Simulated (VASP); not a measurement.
# MoS2 (P1) in VASP: a series of runs

MoS2 is run at these levels: LDA; tasks: single point.

Everything below comes from runs of VASP 6.6.1. Logs are shortened: lines on timing, memory, paths and dates and some standing lists are left out, and cuts for length are marked.

## (1) The cell of the first run

The typed cell holds 6 atoms: a = 3.102 Å, b = 3.120 Å, c = 12.087 Å, α = 89.50°, β = 88.16°, γ = 59.66°.

## (2) Single point, LDA

INCAR reads:

```
PREC = Accurate
ENCUT = 520
EDIFF = 1E-7
ISMEAR = -4
SIGMA = 0.1
LREAL = False
LASPH = True
NELM = 100
ALGO = Normal
ISIF = 2
LWAVE = False
LCHARG = False
GGA = CA
NBANDS = 35
ISYM = 0
```

KPOINTS reads:

```
Automatic mesh
0
Gamma
  5 5 2
```

POSCAR reads:

```
MoS2
1.0
    1.5380400000      2.6934210000      0.0497600000
   -1.5567740000      2.7042370000      0.0135990000
    0.1412010000      0.1428380000     12.0856970000
Mo S
2 4
Direct
    0.3725279058      0.3062923257      0.2543474110
    0.6563174555      0.6696190545      0.7453419934
    0.3094633065      0.3620375692      0.6095971757
    0.6869551368      0.6463903784      0.1261907236
    0.2666960790      0.3431175293      0.8783451337
    0.6229111228      0.6581154209      0.3770777334
```

Potentials or basis: VASP PAW LDA potentials, release 64 (Mo_sv, S).

Launch:

```console
> cat potpaw_LDA.64/Mo_sv/POTCAR potpaw_LDA.64/S/POTCAR > POTCAR
> mpirun -np 1 vasp_std > vasp.out
```

OUTCAR:

```text
PREC = Accurate
   ENCUT = 520
   EDIFF = 1E-7
   ISMEAR = -4
   LREAL = False
   LASPH = True
   NELM = 100
   ISIF = 2
   GGA = CA
   ISYM = 0

 ion  position               nearest neighbor table
   1  0.373  0.306  0.254-   6 2.23   6 2.31   4 2.32   4 2.35   4 2.44   6 2.46
   2  0.656  0.670  0.745-   5 2.33   3 2.36   5 2.41   3 2.44   5 2.48   3 2.49
   3  0.309  0.362  0.610-   2 2.36   2 2.44   2 2.49
   4  0.687  0.646  0.126-   1 2.32   1 2.35   1 2.44
   5  0.267  0.343  0.878-   2 2.33   2 2.41   2 2.48
   6  0.623  0.658  0.377-   1 2.23   1 2.31   1 2.46

IMPORTANT INFORMATION: All symmetrisations will be switched off!
NOSYMM: (Re-)initialisation of all symmetry stuff for point group C_1.

----------------------------------------------------------------------------------------

                                     Primitive cell

  volume of cell :     100.9152

  direct lattice vectors                    reciprocal lattice vectors
     1.538040000  2.693421000  0.049760000     0.323842808  0.186459798 -0.005987282
    -1.556774000  2.704237000  0.013599000    -0.322496290  0.184127543  0.001591666
     0.141201000  0.142838000 12.085697000    -0.000970469 -0.000974887  0.082765295

  length of vectors
     3.102025110  3.120357026 12.087365817     0.373734221  0.371361472  0.082776726

  position of ions in fractional coordinates (direct lattice)
     0.372527906  0.306292326  0.254347411
     0.656317456  0.669619055  0.745341993
     0.309463306  0.362037569  0.609597176
     0.686955137  0.646390378  0.126190724
     0.266696079  0.343117529  0.878345134
     0.622911123  0.658115421  0.377077733

  ion indices of the primitive-cell ions
   primitive index   ion index
                 1           1
                 2           2
                 3           3
                 4           4
                 5           5
                 6           6

----------------------------------------------------------------------------------------

 KPOINTS: Automatic mesh

Automatic generation of k-mesh.
 Grid dimensions read from file:
 generate k-points for:    5    5    2

 Generating k-lattice:

  Cartesian coordinates                     Fractional coordinates (reciprocal lattice)
     0.064768562  0.037291960 -0.001197456     0.200000000  0.000000000  0.000000000
    -0.064499258  0.036825509  0.000318333    -0.000000000  0.200000000  0.000000000
    -0.000485234 -0.000487444  0.041382648     0.000000000  0.000000000  0.500000000

  Length of vectors
     0.074746844  0.074272294  0.041388363

  Shift w.r.t. Gamma in fractional coordinates (k-lattice)
     0.000000000  0.000000000  0.000000000

 TETIRR: Found    147 inequivalent tetrahedra from      300

 Subroutine IBZKPT returns following result:
 ===========================================

 Found     26 irreducible k-points:

 Following reciprocal coordinates:
            Coordinates               Weight
  0.000000  0.000000  0.000000      1.000000
  0.200000 -0.000000 -0.000000      2.000000
  0.400000  0.000000 -0.000000      2.000000
  0.000000  0.200000  0.000000      2.000000
  0.200000  0.200000  0.000000      2.000000
  0.400000  0.200000  0.000000      2.000000
[... 16 lines left out ...]
  0.200000  0.400000  0.500000      2.000000
  0.400000  0.400000  0.500000      2.000000
 [... further k-points ...]
   k-points           NKPTS =     26   k-points in BZ     NKDIM =     26   number of bands    NBANDS=     35
   number of dos      NEDOS =    301   number of ions     NIONS =      6
   total plane-waves  NPLWV =  51840
   dimension x,y,z NGX =    24 NGY =   24 NGZ =   90
   dimension x,y,z NGXF=    48 NGYF=   48 NGZF=  180
   ions per type =               2   4
   NGX,Y,Z   is equivalent  to a cutoff of  12.86, 12.79, 12.38 a.u.
   NGXF,Y,Z  is equivalent  to a cutoff of  25.72, 25.57, 24.76 a.u.
 SYSTEM =  unknown system
   PREC   = accura    normal or accurate (medium, high low for compatibility)
   ISTART =      0    job   : 0-new  1-cont  2-samecut
   ICHARG =      2    charge: 1-file 2-atom 10-const
   ISPIN  =      1    spin polarized calculation?
   LNONCOLLINEAR =      F non collinear calculations
   LSORBIT =      F    spin-orbit coupling
   LASPH  =      T    aspherical Exc in radial PAW
   ENCUT  =  520.0 eV  38.22 Ry    6.18 a.u.   5.77  5.80 22.47*2*pi/ulx,y,z
   NELM   =    100;   NELMIN=  2; NELMDL= -5     # of ELM steps
   EDIFF  = 0.1E-06   stopping-criterion for ELM
   LREAL  =      F    real-space projection
   EDIFFG = 0.1E-05   stopping-criterion for IOM
   NSW    =      0    number of steps for IOM
   IBRION =     -1    ionic relax: 0-MD 1-quasi-New 2-CG
   NFREE  =      0    steps in history (QN), initial steepest desc. (CG)
   ISIF   =      2    stress and relaxation
   ISYM   =      0    0-nonsym 1-usesym 2-fastsym
   POTIM  = 0.5000    time-step for ionic-motion
   TEBEG  =    0.0;   TEEND  =   0.0 temperature during run
   PSTRESS=    0.0 pullay stress
   NELECT =      52.0000    total number of electrons
   NUPDOWN=      -1.0000    fix difference up-down
   EMIN   =  10.00;   EMAX   =-10.00  energy-range for DOS
   EFERMI =   0.00;   METHOD = LEGACY
   ISMEAR =    -4;   SIGMA  =   0.10  broadening in eV -4-tet -1-fermi 0-gaus
   EFERMI_NEDOS =   21; number of points for ismear=-14 and -15
   IALGO  =     38    algorithm
   IMIX   =      4    mixing-type and parameters
     AMIX     =   0.40;   BMIX     =  1.00
     AMIX_MAG =   1.60;   BMIX_MAG =  1.00
  volume/ion in A,a.u.               =      16.82       113.50
  Fermi-wavevector in a.u.,A,eV,Ry     =   1.312473  2.480215 23.437208  1.722586
  Thomas-Fermi vector in A             =   2.442863
   LORBIT       =      0    0 simple, 1 ext, 2 COOP (PROOUT), +10 PAW based schemes
   GGA     = CA    functional components
   LHFCALC =     F    Hartree Fock is set to
   AEXX    =    0.0000 exact exchange contribution
   IVDW    =     0    specifies the selected vdW correction
   LEPSILON=     F    determine dielectric tensor
   LRPA    =     F    only Hartree local field effects (RPA)
 non-spin polarized calculation
 Fermi weights with tetrahedron method witout Bloechl corrections
  energy-cutoff  :      520.00
  volume of cell :      100.92
 maximum number of plane-waves:      2736
   NGX = 11   NGY = 11   NGZ = 45

 number of electron      52.0000000 magnetization

 Free energy of the ion-electron system (eV)
  ---------------------------------------------------
  ext. energy  EPLUGINS =         0.00000000
  ---------------------------------------------------
  free energy    TOTEN  =       -48.43408000 eV

  energy without entropy =      -48.43408000  energy(sigma->0) =      -48.43408000

 E-fermi :   8.3416     XC(G=0): -11.4395

 val. band max:        8.1960640726   @ k =   0.0000   0.0000   0.0000
 cond. band min:       8.8869480833   @ k =  -0.2000   0.2000   0.0000
 fundamental gap:      0.6908840107
 Fermi energy:         8.3416109842

 k-point     1 :       0.0000    0.0000    0.0000
  band No.  band energies     occupation
      1     -53.0003      2.00000
      2     -52.9266      2.00000
      3     -27.4441      2.00000
      4     -27.3194      2.00000
      5     -27.1662      2.00000
      6     -27.0701      2.00000
[... 27 lines left out ...]
     34      11.1715      0.00000
     35      14.0745      0.00000

 k-point     2 :       0.2000   -0.0000   -0.0000
  band No.  band energies     occupation
      1     -52.9811      2.00000
      2     -52.9080      2.00000
      3     -27.4094      2.00000
      4     -27.2851      2.00000
      5     -27.2501      2.00000
      6     -27.2031      2.00000
[... 27 lines left out ...]
     34      11.7503      0.00000
     35      15.6492      0.00000

 k-point     3 :       0.4000    0.0000   -0.0000
  band No.  band energies     occupation
      1     -52.9499      2.00000
      2     -52.8776      2.00000
      3     -27.5246      2.00000
      4     -27.4290      2.00000
      5     -27.3522      2.00000
      6     -27.2700      2.00000
[... 27 lines left out ...]
     34      12.3302      0.00000
     35      13.9471      0.00000

 k-point     4 :       0.0000    0.2000    0.0000
  band No.  band energies     occupation
      1     -52.9813      2.00000
      2     -52.9088      2.00000
      3     -27.4084      2.00000
      4     -27.3233      2.00000
      5     -27.2874      2.00000
      6     -27.1474      2.00000
[... 27 lines left out ...]
     34      11.6231      0.00000
     35      15.6388      0.00000

 k-point     5 :       0.2000    0.2000    0.0000
  band No.  band energies     occupation
      1     -52.9814      2.00000
      2     -52.9091      2.00000
      3     -27.4093      2.00000
      4     -27.3357      2.00000
      5     -27.2878      2.00000
      6     -27.1478      2.00000
[... 638 lines left out ...]
 k-point    22 :       0.0000    0.4000    0.5000
  band No.  band energies     occupation
      1     -52.9505      2.00000
      2     -52.8798      2.00000
      3     -27.6001      2.00000
      4     -27.4057      2.00000
      5     -27.3470      2.00000
      6     -27.2351      2.00000
[... 27 lines left out ...]
     34      12.4245      0.00000
     35      14.1960      0.00000

 k-point    23 :       0.2000    0.4000    0.5000
  band No.  band energies     occupation
      1     -52.9566      2.00000
      2     -52.8860      2.00000
      3     -27.5326      2.00000
      4     -27.3560      2.00000
      5     -27.2995      2.00000
      6     -27.2466      2.00000
[... 27 lines left out ...]
     34      12.7757      0.00000
     35      15.4066      0.00000

 k-point    24 :       0.4000    0.4000    0.5000
  band No.  band energies     occupation
      1     -52.9507      2.00000
      2     -52.8806      2.00000
      3     -27.6199      2.00000
      4     -27.4031      2.00000
      5     -27.3442      2.00000
      6     -27.2364      2.00000
[... 27 lines left out ...]
     34      12.3431      0.00000
     35      14.0643      0.00000

 [... further k-points ...]
[... 5 lines left out ...]
  --------------------------------------------------------------------------------------
  -------------------------------------------------------------------------------------
  Total        1.1093961      1.7204930      0.7640724     -0.2879013      2.1648155     -0.0265348
  in kB       17.6133039     27.3153714     12.1307793     -4.5708593     34.3696480     -0.4212786
  external PRESSURE =      19.0198182 kB  Pullay stress =       0.0000000 kB

 VOLUME and BASIS-vectors are now :
 -----------------------------------------------------------------------------
  energy-cutoff  :      520.00
  volume of cell :      100.92
      direct lattice vectors                 reciprocal lattice vectors
     1.538040000  2.693421000  0.049760000     0.323842808  0.186459798 -0.005987282
    -1.556774000  2.704237000  0.013599000    -0.322496290  0.184127543  0.001591666
     0.141201000  0.142838000 12.085697000    -0.000970469 -0.000974887  0.082765295

 POSITION                                       TOTAL-FORCE (eV/Angst)
 -----------------------------------------------------------------------------------
      0.13205      1.86799      3.09667        -2.135334     -2.435106     -1.519854
      0.07224      3.68501      9.04974        -1.483971     -0.986152     -0.475688
     -0.00157      1.89962      7.38773         0.830880      0.101430      1.282640
      0.06810      3.61628      1.56808         0.838134      0.723888     -0.500426
      0.00006      1.77166     10.63335         0.693524      0.867953     -0.724661
     -0.01323      3.51132      4.59719         1.256766      1.727987      1.937988
 -----------------------------------------------------------------------------------
    total drift:                               -0.000133      0.000243     -0.000123

  FREE ENERGIE OF THE ION-ELECTRON SYSTEM (eV)
  ---------------------------------------------------
  free  energy   TOTEN  =       -48.4340800046 eV

  energy  without entropy=      -48.4340800046  energy(sigma->0) =      -48.43408000
```

It used 72 s of CPU time on 1 thread of AMD EPYC 7R13 Processor (Zen 3), on a shared host.

Results:

| Property | Result |
| --- | --- |
| Free energy | -48.4341 eV |
| Pressure | 1.9 GPa |
| Largest force | 3.578 eV/Å |
| Band gap on the k mesh | 0.69 eV, indirect (least direct gap 1.40 eV) |

Forces on the atoms (eV/Å):
```
Mo  -2.135 -2.435 -1.520
Mo  -1.484 -0.986 -0.476
S    0.831  0.101  1.283
S    0.838  0.724 -0.500
S    0.694  0.868 -0.725
S    1.257  1.728  1.938
```

Caveat: the k points lie up to 0.47 Å⁻¹ apart; forces of over 1 eV/Å act on the atoms, so gaps and moduli don't describe the material at rest. As with any semilocal functional, this LDA gap is likely too small.

## (3) Single point, LDA

This run uses another cell than the first one, of 16.93 Å³/atom, 1.007 times its volume.

INCAR reads:

```
SYSTEM = MoS2
PREC = Accurate
ENCUT = 520
EDIFF = 1E-6
ISMEAR = -4
SIGMA = 0.1
LREAL = .FALSE.
LASPH = .TRUE.
NELM = 80
ALGO = Normal
ISIF = 2
LWAVE = .FALSE.
LCHARG = .TRUE.
GGA = CA
LELF = .TRUE.
LVHAR = .TRUE.
ISYM = 0
NBANDS = 35
```

KPOINTS reads:

```
Automatic mesh
0
G
  5 5 2
  0 0 0
```

POSCAR reads:

```
MoS2
1.0
    1.5415590000      2.6995830000      0.0498740000
   -1.5603360000      2.7104240000      0.0136300000
    0.1415240000      0.1431650000     12.1133450000
Mo S
2 4
Direct
    0.3462693534      0.3243365574      0.2530056277
    0.6652442189      0.6665136518      0.7509965273
    0.3290021054      0.3379559630      0.6129539784
    0.6650427679      0.6801898356      0.1242971012
    0.3247472359      0.3247930558      0.8761218827
    0.6189139045      0.6762645186      0.3871963362
```

Potentials or basis: VASP PAW LDA potentials, release 64 (Mo_sv, S).

Launch:

```console
> cat potpaw_LDA.64/Mo_sv/POTCAR potpaw_LDA.64/S/POTCAR > POTCAR
> mpirun -np 1 vasp_std > vasp.out
```

It used 68 s of CPU time on 1 thread of AMD EPYC 7R13 Processor (Zen 3), with other jobs on the host.

It converged, with:

* Free energy: -48.6686 eV
* Pressure: -2.1 GPa
* Largest force: 2.233 eV/Å
* Band gap on the k mesh: 0.67 eV, indirect (least direct gap 1.77 eV)

Forces in eV/Å, atoms in the order of the input:
```
Mo  -1.722 -0.790  0.882
Mo  -0.023 -0.407 -2.196
S    0.380  0.240  1.686
S    0.975  0.111  0.018
S   -0.365  0.140  0.620
S    0.755  0.706 -1.009
```

Stress tensor (GPa, compression positive):
```
-0.12 -0.40 -2.75
-0.40 -1.05  0.58
-2.75  0.58 -5.04
```

Levels at points of the mesh, in eV from the valence-band top:
```
           k point  band 23  band 24  band 25  band 26  band 27  band 28  band 29  band 30
(0.00, 0.00, 0.00)    -1.49    -1.43    -1.02     0.00     1.77     1.86     2.19     2.22
(0.00, 0.00, 0.50)    -1.82    -1.47    -0.38    -0.18     1.77     1.87     2.20     2.22
```

Caveat: the k points lie up to 0.47 Å⁻¹ apart; forces of over 1 eV/Å act on the atoms, so gaps and moduli don't describe the material at rest.

## (4) Single point, LDA

This run uses another cell than the first one, of 16.91 Å³/atom, 1.005 times its volume.

INCAR reads:

```
PREC = Accurate
ENCUT = 520
EDIFF = 1E-7
ISMEAR = -4
SIGMA = 0.1
LREAL = F
LASPH = T
NELM = 100
ALGO = Normal
ISIF = 2
LWAVE = F
LCHARG = F
GGA = CA
NBANDS = 35
ISYM = 0
```

KPOINTS reads:

```
Automatic mesh
0
Gamma
  5 5 2
```

POSCAR reads:

```
MoS2
1.0
    1.5407760000      2.6982120000      0.0498490000
   -1.5595430000      2.7090480000      0.0136230000
    0.1414520000      0.1430920000     12.1071950000
Mo S
2 4
Direct
    0.3638614980      0.3120609760      0.2536156939
    0.6615945668      0.6694228055      0.7484561557
    0.3183117502      0.3513692655      0.6102661908
    0.6619704816      0.6764624064      0.1245085246
    0.2897297318      0.3313504680      0.8785078026
    0.6147262941      0.6679634067      0.3835798336
```

Launch:

```console
> cat potpaw_LDA.64/Mo_sv/POTCAR potpaw_LDA.64/S/POTCAR > POTCAR
> mpirun -np 1 vasp_std > vasp.out
```

Wall time 100 s (1 thread of AMD EPYC 7R13 (Zen 3), shared host); peak memory 0.19 GiB.

Results (log left out):

```yaml
Free_energy: -48.5021 eV
Pressure: -1.7 GPa
Largest_force: 3.105 eV/Å
Band_gap_on_the_k_mesh: 0.71 eV, indirect (least direct gap 1.49 eV)
```

Forces on the atoms (eV/Å):
```
Mo  -2.614 -1.676 -0.014
Mo  -0.816 -1.038 -1.303
S    0.599  0.215  1.761
S    1.429  0.410 -0.134
S    0.233  0.792 -0.350
S    1.169  1.297  0.040
```

Stress tensor (GPa, compression positive):
```
-0.11 -0.66 -2.08
-0.66 -0.66  2.76
-2.08  2.76 -4.35
```

Levels at points of the mesh, in eV from the valence-band top:
| k point | band 22 | band 23 | band 24 | band 25 | band 26 | band 27 | band 28 | band 29 | band 30 | band 31 |
| --- | --- | --- | --- | --- | --- | --- | --- | --- | --- | --- |
| (0.00, 0.00, 0.00) | -1.51 | -1.43 | -1.30 | -0.96 | 0.00 | 1.49 | 1.83 | 2.08 | 2.23 | 2.51 |
| (0.00, 0.00, 0.50) | -1.96 | -1.47 | -1.26 | -0.32 | -0.22 | 1.49 | 1.83 | 2.10 | 2.26 | 2.49 |

Caveat: the k points lie up to 0.47 Å⁻¹ apart; forces of over 1 eV/Å act on the atoms, so gaps and moduli don't describe the material at rest.

## (5) Summary

| cell | gap on the mesh (eV) | pressure (GPa) | largest force (eV/Å) |
| --- | --- | --- | --- |
| a = 3.102, b = 3.120, c = 12.087 Å, angles 89.5, 88.2, 59.7°, 6 atoms | 0.69 | 1.9 | 3.58 |
| a = 3.109, b = 3.127, c = 12.115 Å, angles 89.5, 88.2, 59.7°, 6 atoms | 0.67 | -2.1 | 2.23 |
| a = 3.108, b = 3.126, c = 12.109 Å, angles 89.5, 88.2, 59.7°, 6 atoms | 0.71 | -1.7 | 3.11 |

Alike in all rows: task single point; level LDA; potentials or basis VASP PAW LDA potentials, release 64 (Mo_sv, S); no spin polarisation; k mesh 5 × 5 × 2; cutoff (eV) 520; smearing tetrahedron.

Caveats: all runs use coarse meshes; forces of over 1 eV/Å act on the atoms, so gaps and moduli don't describe the material at rest.

Total energies depend on the potentials used, so only differences within one code and one set of settings carry meaning.
